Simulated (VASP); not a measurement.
A run of VASP 6.6.1 is set up as follows.

File INCAR:

```
PREC = Accurate ; ENCUT = 700
EDIFF = 1E-6 ; ISMEAR = -1
SIGMA = 0.05 ; LREAL = Auto
LASPH = T ; NELM = 120
ALGO = Normal ; ISIF = 2
LWAVE = F ; LCHARG = F
GGA = PS ; NBANDS = 291
ISYM = -1 ; GGA_COMPAT = F
```

The input KPOINTS:

```
explicit points
1
Reciprocal
  0.25000000   0.25000000   0.25000000 1
```

File POSCAR:

```
Al13Ga3N16
1.0
    9.3742522056      0.0000000000      0.0000000000
    0.0000000000     10.8272244671      0.0000000000
    0.0000000000      0.0000000000     10.0563197164
Al Ga N
39 9 48
Direct
    0.1678330000      0.0836280000      0.2478390000
    0.1666450000      0.0836320000      0.7501170000
    0.0001880000      0.3332060000      0.2465970000
    0.0001690000      0.3336980000      0.7509760000
    0.4995540000      0.0841600000      0.2498620000
    0.3339240000      0.3328700000      0.2485600000
    0.3330660000      0.3335410000      0.7485650000
    0.1662610000      0.5821480000      0.7486120000
    0.0002510000      0.8331150000      0.7499990000
    0.8330700000      0.0838020000      0.7510240000
    0.6656040000      0.3342830000      0.2476570000
    0.6666330000      0.3340650000      0.7499020000
    0.5004500000      0.5828090000      0.2486680000
    0.5005920000      0.5819900000      0.7487220000
    0.3334080000      0.8330850000      0.2499500000
    0.8322340000      0.5826550000      0.2478020000
    0.8330940000      0.5837480000      0.7498800000
    0.6660710000      0.8314280000      0.2491090000
    0.6667170000      0.8314700000      0.7492150000
    0.0004050000      0.1665680000      0.9977160000
    0.3335230000      0.1669060000      0.4976760000
    0.3325490000      0.1675640000      0.9998610000
    0.1679020000      0.4163350000      0.4999000000
    0.1670380000      0.4162420000      0.9975790000
    0.0001870000      0.6660150000      0.5009870000
    0.0002380000      0.6661380000      0.9966570000
    0.6649570000      0.1676460000      0.4992720000
    0.6669800000      0.1679630000      0.9990850000
    0.4990210000      0.4165300000      0.4986720000
    0.4995870000      0.4164880000      0.9984650000
    0.3340740000      0.6659700000      0.4988520000
    0.3333270000      0.6649800000      0.9987940000
    0.1680840000      0.9164140000      0.4991120000
    0.1661040000      0.9169180000      0.9990850000
    0.8333190000      0.4167820000      0.9986460000
    0.6656330000      0.6658560000      0.4987890000
    0.6665720000      0.6652880000      0.9988090000
    0.4994590000      0.9164150000      0.4965660000
    0.8334410000      0.9161010000      0.9967800000
    0.5001100000      0.0839680000      0.7485430000
    0.1670770000      0.5819750000      0.2495750000
    0.0001000000      0.8327430000      0.2487200000
    0.8324970000      0.0838400000      0.2477190000
    0.3329630000      0.8321730000      0.7487170000
    0.0016660000      0.1666930000      0.5007200000
    0.8329820000      0.4171990000      0.4993670000
    0.5004000000      0.9162160000      0.0018370000
    0.8322590000      0.9154250000      0.5018100000
    0.0036820000      0.1677000000      0.1868190000
    0.9998890000      0.1670640000      0.6952530000
    0.3338760000      0.1668640000      0.1893500000
    0.3292570000      0.1685170000      0.6868760000
    0.1677050000      0.4125810000      0.1864610000
    0.1660090000      0.4158590000      0.6895900000
    0.9969790000      0.6638120000      0.1851540000
    0.9997730000      0.6665840000      0.6906860000
    0.6622180000      0.1692850000      0.1874740000
    0.6707970000      0.1693770000      0.6880480000
    0.4991540000      0.4171300000      0.1883730000
    0.5001490000      0.4158160000      0.6888140000
    0.3369700000      0.6681150000      0.1881320000
    0.3335350000      0.6617540000      0.6877360000
    0.1704290000      0.9182170000      0.1878020000
    0.1630710000      0.9188380000      0.6880120000
    0.8329110000      0.4162250000      0.1888190000
    0.8337200000      0.4170940000      0.6940730000
    0.6661030000      0.6657120000      0.1883830000
    0.6666630000      0.6655310000      0.6886450000
    0.5002620000      0.9169250000      0.1959230000
    0.5036840000      0.9146230000      0.6855970000
    0.8291740000      0.9144730000      0.1855950000
    0.8329430000      0.9166240000      0.6959700000
    0.1704600000      0.0809710000      0.4368600000
    0.1674820000      0.0831500000      0.9394240000
    0.0037930000      0.3353140000      0.4356560000
    0.9999090000      0.3334290000      0.9400300000
    0.4999200000      0.0835390000      0.4396620000
    0.4997090000      0.0866370000      0.9421950000
    0.3331840000      0.3333610000      0.4386330000
    0.3334830000      0.3331530000      0.9382580000
    0.1666700000      0.5828620000      0.4442040000
    0.1669230000      0.5825570000      0.9384000000
    0.0035270000      0.8314120000      0.4426410000
    0.0007520000      0.8331620000      0.9392550000
    0.8299140000      0.0848640000      0.4410620000
    0.8327320000      0.0835750000      0.9403920000
    0.6627330000      0.3322500000      0.4370100000
    0.6665040000      0.3339370000      0.9393650000
    0.4998590000      0.5824250000      0.4386650000
    0.5000100000      0.5827400000      0.9385300000
    0.3329240000      0.8320740000      0.4396170000
    0.3300080000      0.8310730000      0.9421670000
    0.8333890000      0.5874740000      0.4373670000
    0.8331300000      0.5830030000      0.9390830000
    0.6632000000      0.8305980000      0.4377800000
    0.6691380000      0.8304680000      0.9378120000
```

Potentials or basis: VASP PAW PBE potentials, release 64 (Al, Ga_d, N).

Launch:

```bash
$ cat potpaw_PBE.64/Al/POTCAR potpaw_PBE.64/Ga_d/POTCAR potpaw_PBE.64/N/POTCAR > POTCAR
$ mpirun -np 1 vasp_std > vasp.out
```

Q: What does it give for the largest force?

A: 0.015 eV/Å.

Q: Predict the pressure.

A: -0.2 GPa.

Q: Predict the band gap on the k mesh.

A: 4.56 eV.

Forces on the atoms (eV/Å):
```
Al  -0.002 -0.003  0.000
Al   0.000  0.000  0.001
Al  -0.002 -0.003 -0.004
Al   0.001 -0.003 -0.002
Al   0.000 -0.001  0.001
Al   0.001 -0.003  0.000
Al   0.000 -0.005 -0.002
Al   0.001  0.002  0.002
Al   0.000  0.001  0.001
Al   0.002 -0.003  0.000
Al   0.001  0.001 -0.002
Al   0.000  0.004 -0.002
Al   0.000  0.000  0.000
Al  -0.001  0.001  0.001
Al  -0.002  0.001  0.002
Al   0.002  0.000 -0.001
Al   0.001  0.006  0.000
Al   0.005  0.001  0.003
Al   0.001  0.002  0.001
Al   0.000 -0.003  0.004
Al  -0.001  0.000  0.002
Al  -0.001 -0.007  0.003
Al  -0.001  0.003  0.000
Al  -0.003 -0.001  0.002
Al   0.001  0.007 -0.003
Al   0.001  0.005  0.002
Al   0.001 -0.005  0.001
Al   0.000 -0.006  0.003
Al   0.000  0.001  0.005
Al   0.002  0.001  0.007
Al  -0.002  0.007  0.002
Al  -0.001  0.004  0.002
Al  -0.003  0.001  0.003
Al   0.000 -0.001  0.007
Al   0.001  0.001  0.008
Al  -0.001  0.002  0.001
Al   0.001  0.002  0.001
Al  -0.002  0.001 -0.001
Al   0.005  0.001  0.002
Ga  -0.002 -0.004 -0.004
Ga  -0.002 -0.004 -0.006
Ga  -0.006 -0.006 -0.003
Ga   0.003 -0.005  0.004
Ga   0.000 -0.005  0.002
Ga  -0.012 -0.001 -0.008
Ga   0.004 -0.004 -0.001
Ga  -0.005  0.003 -0.005
Ga   0.005  0.001 -0.005
N   -0.010 -0.001  0.002
N    0.000  0.003 -0.006
N    0.000  0.001 -0.003
N    0.009 -0.001  0.003
N    0.001  0.011  0.002
N    0.002  0.002 -0.001
N    0.010  0.002  0.007
N   -0.001 -0.003 -0.001
N    0.008 -0.002  0.001
N   -0.008 -0.002  0.003
N    0.003 -0.001 -0.002
N   -0.001  0.003  0.000
N   -0.008 -0.008  0.003
N    0.002  0.006  0.004
N   -0.007 -0.004  0.000
N    0.008 -0.005  0.003
N    0.000  0.001 -0.003
N    0.000  0.000 -0.005
N    0.002  0.001 -0.001
N    0.000  0.002  0.001
N    0.000  0.001 -0.009
N   -0.008  0.007  0.006
N    0.007  0.005  0.003
N   -0.001  0.000 -0.007
N   -0.007  0.007  0.002
N    0.000  0.003  0.000
N   -0.011 -0.003  0.006
N    0.000  0.002  0.001
N    0.001  0.002 -0.001
N    0.001 -0.007 -0.005
N    0.001  0.001  0.000
N    0.000  0.002 -0.001
N    0.000 -0.001 -0.005
N    0.000 -0.002 -0.003
N   -0.010  0.003 -0.005
N   -0.001 -0.003 -0.003
N    0.010 -0.004 -0.002
N   -0.002  0.003  0.000
N    0.008  0.005  0.001
N    0.000  0.001 -0.002
N    0.001 -0.002  0.001
N    0.001 -0.002 -0.001
N    0.002 -0.001 -0.001
N    0.011  0.003 -0.007
N   -0.001 -0.011  0.000
N   -0.001 -0.002 -0.002
N    0.008  0.002  0.003
N   -0.009  0.002  0.003
```

Caveat: the PAW data sets were made with another functional, which shifts forces and pressure a little; a shifted mesh leaves out Γ, where band edges can lie. A k mesh can miss the band edges.
